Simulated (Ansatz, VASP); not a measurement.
## One calculation of KF, two programs

```
K F
1.0
     0.00000    2.68961    2.68961
     2.68961    0.00000    2.68961
     2.68961    2.68961    0.00000
K F
1 1
Cartesian
  0.0000 0.0000 0.0000
  2.6896 2.6896 2.6896
```

Change from the starting cell: species swapped into the TmN type (Fm-3m, No. 225).

Alike in both runs: task relaxation of cell and atoms; functional PBE; k mesh 5 × 5 × 5; occupations gaussian, width 0.15 eV; no spin polarisation.

|  | VASP | Ansatz |
| --- | --- | --- |
| version | VASP 6.6.1 | Ansatz 0.2.0 |
| potentials or method | VASP PAW PBE potentials, release 64 (K_sv, F), cutoff 600 eV | scalar-relativistic, plane waves, PAW |
| valence electrons in the cell | 16 | 16 |

```csv
,VASP,Ansatz,Ansatz less VASP
"gap on the k mesh at the Fermi level, each at its own relaxed structure (eV)",6.00,6.08,+0.076
relaxed volume (Å³/atom),19.70,19.46,-0.239
relaxed cell length with the largest relative difference (Å),3.819,3.804,-0.0155
```
